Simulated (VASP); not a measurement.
# Al2CdPt4 (I-4) in VASP: settings compared, part 2 of 2

VASP 6.6.1.

## 3. Single point, PBE

Input file INCAR:

```
SYSTEM = Al2CdPt4
PREC     = Accurate       ! precision mode
ENCUT    = 520            ! plane-wave cutoff, eV
EDIFF    = 1E-7           ! SCF threshold, eV
ISMEAR   = -5             ! smearing method
SIGMA    = 0.1            ! smearing width, eV
LREAL    = .False.        ! projectors in reciprocal space
LASPH    = .True.         ! aspherical terms in the spheres
NELM     = 60             ! most SCF steps
ALGO     = Normal         ! electronic algorithm
ISIF     = 2              ! what is computed and relaxed
LWAVE    = .False.        ! write WAVECAR
LCHARG   = .False.        ! write CHGCAR
GGA      = PE             ! functional
NBANDS   = 38             ! bands
```

Input file KPOINTS:

```
Automatic mesh
0
Gamma
  4 4 4
  0 0 0
```

Input file POSCAR:

```
Al2CdPt4
1.0
    0.0000000000      5.2536030000      0.0000000000
    5.2536030000      0.0000000000      0.0000000000
    2.6268020000      2.6268020000     -4.8721410000
Pt Cd Al
4 1 2
Direct
    0.3700000000      0.3800000000      0.7400000000
    0.6200000000      0.1100000000      0.2600000000
    0.8900000000      0.8800000000      0.7400000000
    0.1200000000      0.6300000000      0.2600000000
    0.5000000000      0.5000000000      0.0000000000
    0.7500000000      0.2500000000      0.5000000000
    0.0000000000      0.0000000000      0.0000000000
```

Potentials or basis: VASP PAW PBE potentials, release 64 (Pt, Cd, Al).

On the command line:

```bash
> cat potpaw_PBE.64/Pt/POTCAR potpaw_PBE.64/Cd/POTCAR potpaw_PBE.64/Al/POTCAR > POTCAR
> mpirun -np 1 vasp_std > vasp.out
```

Run time: 82 s. Hardware: 1 thread of Intel Xeon Platinum 8259CL at 2.50GHz (Skylake/Cascade Lake), shared host; peak memory 0.29 GiB.

It converged, with:

- Free energy: -26.6413 eV
- Pressure: 35.4 GPa
- Largest force: 6.054 eV/Å
- Band gap on the k mesh: zero (band 29 reaches 5.99 eV, above the bottom of band 30 at 5.59 eV)

Forces in eV/Å, atoms in the order of the input:
```
Pt  -0.063 -4.267  4.295
Pt  -4.267  0.063 -4.295
Pt   0.063  4.267  4.295
Pt   4.267 -0.063 -4.295
Cd   0.000  0.000  0.000
Al   0.000  0.000  0.000
Al   0.000  0.000  0.000
```

Stress tensor (GPa, compression positive):
```
37.41  0.00  0.00
 0.00 37.41  0.00
 0.00  0.00 31.51
```

Levels at points of the mesh, in eV from the Fermi level:
| k point | band 25 | band 26 | band 27 | band 28 | band 29 | band 30 | band 31 | band 32 | band 33 | band 34 |
| --- | --- | --- | --- | --- | --- | --- | --- | --- | --- | --- |
| (0.00, 0.00, 0.00) | -1.28 | -1.28 | -0.35 | -0.35 | 0.11 | 0.44 | 1.46 | 2.08 | 2.64 | 3.12 |
| (0.50, 0.00, 0.00) | -1.64 | -1.53 | -1.47 | -0.97 | -0.24 | 1.53 | 2.27 | 2.40 | 2.71 | 4.23 |
| (0.50, 0.50, 0.00) | -1.63 | -1.41 | -1.30 | -1.12 | -1.00 | -0.28 | -0.09 | 2.90 | 3.63 | 4.54 |
| (0.00, 0.00, 0.50) | -1.43 | -1.41 | -1.26 | -1.11 | 0.12 | 0.26 | 0.26 | 3.72 | 4.13 | 4.13 |

Caveat: spin-orbit coupling is left out, which moves the levels of the heavy elements; forces of over 1 eV/Å act on the atoms, so gaps and moduli don't describe the material at rest; tetrahedron occupations give inexact forces and stress in metals.

## 4. Single point, PBEsol

Input file INCAR:

```
PREC = Accurate ; ENCUT = 520
EDIFF = 1E-7 ; ISMEAR = 0
SIGMA = 0.2445 ; LREAL = F
LASPH = T ; NELM = 80
ALGO = Normal ; ISIF = 2
LWAVE = F ; LCHARG = T
GGA = PS ; LELF = T
LVHAR = T ; NBANDS = 38
```

Input file KPOINTS:

```
Automatic mesh
0
Gamma
  4 4 4
```

POSCAR is that of step 3.

Potentials or basis: VASP PAW PBE potentials, release 64 (Pt, Cd, Al).

On the command line:

```bash
> cat potpaw_PBE.64/Pt/POTCAR potpaw_PBE.64/Cd/POTCAR potpaw_PBE.64/Al/POTCAR > POTCAR
> mpirun -np 1 vasp_std > vasp.out
```

OUTCAR:

```text
PREC = Accurate
   ENCUT = 520
   EDIFF = 1E-7
   ISMEAR = 0
   LREAL = F
   LASPH = T
   NELM = 80
   ISIF = 2
   GGA = PS

 ion  position               nearest neighbor table
   1  0.370  0.380  0.740-   7 2.22   6 2.23   5 2.28   2 3.48   4 3.48
   2  0.620  0.110  0.260-   7 2.22   6 2.23   5 2.28   1 3.48   3 3.48
   3  0.890  0.880  0.740-   7 2.22   6 2.23   5 2.28   2 3.48   4 3.48
   4  0.120  0.630  0.260-   7 2.22   6 2.23   5 2.28   1 3.48   3 3.48
   5  0.500  0.500  0.000-   3 2.28   2 2.28   4 2.28   1 2.28
   6  0.750  0.250  0.500-   4 2.23   1 2.23   3 2.23   2 2.23
[... 772 lines left out ...]
  Total       27.0327216     27.0327216     21.9279433     -0.0000014     -0.0000023     -0.0000023
  in kB      322.0816654    322.0816654    261.2607269     -0.0000162     -0.0000268     -0.0000268
  external PRESSURE =     301.8080192 kB  Pullay stress =       0.0000000 kB

 VOLUME and BASIS-vectors are now :
 -----------------------------------------------------------------------------
  energy-cutoff  :      520.00
  volume of cell :      134.47
      direct lattice vectors                 reciprocal lattice vectors
     0.000000000  5.253603000  0.000000000     0.000000000  0.190345559  0.102624307
     5.253603000  0.000000000  0.000000000     0.190345559  0.000000000  0.102624307
     2.626802000  2.626802000 -4.872141000     0.000000000  0.000000000 -0.205248576

 POSITION                                       TOTAL-FORCE (eV/Angst)
 -----------------------------------------------------------------------------------
      3.94020      3.88767     -3.60538         0.010431     -4.032003      4.096073
      1.26086      3.94020     -1.26676        -4.032003     -0.010431     -4.096073
      6.56700      6.61954     -3.60538        -0.010432      4.032003      4.096073
      3.99274      1.31340     -1.26676         4.032003      0.010432     -4.096073
      2.62680      2.62680      0.00000         0.000000     -0.000000      0.000000
      2.62680      5.25360     -2.43607         0.000000     -0.000000      0.000000
      0.00000      0.00000      0.00000         0.000000     -0.000000      0.000000
 -----------------------------------------------------------------------------------
    total drift:                                0.000007      0.000002     -0.000000

  FREE ENERGIE OF THE ION-ELECTRON SYSTEM (eV)
  ---------------------------------------------------
  free  energy   TOTEN  =       -30.8490558837 eV

  energy  without entropy=      -30.7590614260  energy(sigma->0) =      -30.80405865
```

Wall time 77 s (1 thread of Intel Xeon Platinum 8259CL at 2.50GHz (Skylake/Cascade Lake), shared host); peak memory 0.29 GiB.

What came out:

```
Free energy            : -30.8491 eV
Pressure               : 30.2 GPa
Largest force          : 5.748 eV/Å
Band gap on the k mesh : zero (band 29 reaches 5.77 eV, above the bottom of band 30 at 5.41 eV)
```

Forces in eV/Å, atoms in the order of the input:
```
Pt   0.010 -4.032  4.096
Pt  -4.032 -0.010 -4.096
Pt  -0.010  4.032  4.096
Pt   4.032  0.010 -4.096
Cd   0.000  0.000  0.000
Al   0.000  0.000  0.000
Al   0.000  0.000  0.000
```

Stress tensor (GPa, compression positive):
```
32.21  0.00  0.00
 0.00 32.21  0.00
 0.00  0.00 26.13
```

Caveat: the PAW data sets were made with another functional, which shifts forces and pressure a little; spin-orbit coupling is left out, which moves the levels of the heavy elements.

## 5. Single point, PBE

Input file INCAR:

```
SYSTEM = Al2CdPt4
PREC = Accurate
ENCUT = 520
EDIFF = 1E-6
ISMEAR = 0
SIGMA = 0.2445
LREAL = .False.
LASPH = .True.
NELM = 80
ALGO = Normal
ISIF = 2
LWAVE = .False.
LCHARG = .True.
GGA = PE
LELF = .True.
LVHAR = .True.
NBANDS = 38
```

Input file KPOINTS:

```
Automatic mesh
0
Gamma
  4 4 4
  0 0 0
```

POSCAR is that of step 4.

On the command line:

```bash
> cat potpaw_PBE.64/Pt/POTCAR potpaw_PBE.64/Cd/POTCAR potpaw_PBE.64/Al/POTCAR > POTCAR
> mpirun -np 1 vasp_std > vasp.out
```

It took 77 s on 1 thread of Intel Xeon Platinum 8259CL at 2.50GHz (Skylake/Cascade Lake), shared host; peak memory 0.29 GiB.

Results (log left out):

```
Free energy            : -26.6947 eV
Pressure               : 35.3 GPa
Largest force          : 6.026 eV/Å
Band gap on the k mesh : zero (band 29 reaches 5.98 eV, above the bottom of band 30 at 5.58 eV)
```

Forces in eV/Å, atoms in the order of the input:
```
Pt  -0.073 -4.239  4.282
Pt  -4.239  0.073 -4.282
Pt   0.073  4.239  4.282
Pt   4.239 -0.073 -4.282
Cd   0.000  0.000  0.000
Al   0.000  0.000  0.000
Al   0.000  0.000  0.000
```

Stress tensor (GPa, compression positive):
```
37.37  0.00  0.00
 0.00 37.37  0.00
 0.00  0.00 31.09
```

Levels at points of the mesh, in eV from the Fermi level:
```csv
k point,band 27,band 28,band 29,band 30,band 31,band 32
"(0.00, 0.00, 0.00)",-0.38,-0.38,0.08,0.41,1.44,2.06
"(0.50, 0.00, 0.00)",-1.50,-1.00,-0.27,1.50,2.24,2.37
"(0.50, 0.50, 0.00)",-1.33,-1.15,-1.03,-0.31,-0.12,2.88
"(0.00, 0.00, 0.50)",-1.29,-1.14,0.08,0.23,0.23,3.71
```

Caveat: spin-orbit coupling is left out, which moves the levels of the heavy elements; forces of over 1 eV/Å act on the atoms, so gaps and moduli don't describe the material at rest.

## 6. Single point, LDA

Input file INCAR:

```
SYSTEM = Al2CdPt4
  PREC = Accurate
  ENCUT = 520
  EDIFF = 1E-6
  ISMEAR = 0
  SIGMA = 0.2445
  LREAL = .FALSE.
  LASPH = .TRUE.
  NELM = 100
  ALGO = Normal
  ISIF = 2
  LWAVE = .FALSE.
  LCHARG = .FALSE.
  GGA = CA
  NBANDS = 38
```

Input file KPOINTS:

```
Automatic mesh
0
G
  4 4 4
  0 0 0
```

POSCAR is that of step 5.

Potentials or basis: VASP PAW LDA potentials, release 64 (Pt, Cd, Al).

On the command line:

```bash
> cat potpaw_LDA.64/Pt/POTCAR potpaw_LDA.64/Cd/POTCAR potpaw_LDA.64/Al/POTCAR > POTCAR
> mpirun -np 1 vasp_std > vasp.out
```

Wall time 75 s (1 thread of Intel Xeon Platinum 8259CL at 2.50GHz (Skylake/Cascade Lake), shared host); peak memory 0.25 GiB.

It converged, with:

- Free energy: -33.9436 eV
- Pressure: 26.9 GPa
- Largest force: 5.542 eV/Å
- Band gap on the k mesh: zero (band 29 reaches 5.71 eV, above the bottom of band 30 at 5.35 eV)

Forces in eV/Å, atoms in the order of the input:
```
Pt  -0.072 -3.877  3.959
Pt  -3.877  0.072 -3.959
Pt   0.072  3.877  3.959
Pt   3.877 -0.072 -3.959
Cd   0.000  0.000  0.000
Al   0.000  0.000  0.000
Al   0.000  0.000  0.000
```

Stress tensor (GPa, compression positive):
```
28.83  0.00  0.00
 0.00 28.83  0.00
 0.00  0.00 23.14
```

Levels at points of the mesh, in eV from the Fermi level:
```
           k point  band 27  band 28  band 29  band 30  band 31  band 32
(0.00, 0.00, 0.00)    -0.37    -0.37     0.06     0.43     1.42     2.04
(0.50, 0.00, 0.00)    -1.48    -0.99    -0.27     1.50     2.23     2.36
(0.50, 0.50, 0.00)    -1.33    -1.13    -1.01    -0.31    -0.12     2.87
(0.00, 0.00, 0.50)    -1.28    -1.15     0.06     0.24     0.24     3.68
```

Caveat: spin-orbit coupling is left out, which moves the levels of the heavy elements; forces of over 1 eV/Å act on the atoms, so gaps and moduli don't describe the material at rest.

## 7. The runs side by side

```csv
level,potentials or basis,smearing,gap on the mesh (eV),pressure (GPa),largest force (eV/Å)
PBE,"VASP PAW PBE potentials, release 64 (Pt, Cd, Al)",gaussian 0.2445 eV,none,35.3,6.03
PBE,"VASP PAW PBE potentials, release 64 (Pt, Cd, Al)",tetrahedron,none,35.4,6.05
PBEsol,"VASP PAW PBE potentials, release 64 (Pt, Cd, Al)",gaussian 0.2445 eV,none,30.2,5.75
LDA,"VASP PAW LDA potentials, release 64 (Pt, Cd, Al)",gaussian 0.2445 eV,none,26.9,5.54
```

Alike in all rows: task single point; no spin polarisation; cell as given; k mesh 4 × 4 × 4; cutoff (eV) 520.

Caveats: spin-orbit coupling is left out, which moves the levels of the heavy elements; forces of over 1 eV/Å act on the atoms, so gaps and moduli don't describe the material at rest (some runs); tetrahedron occupations give inexact forces and stress in metals (some runs); the PAW data sets were made with another functional, which shifts forces and pressure a little (some runs).

Absolute energies hang on the potentials; compare differences alone.
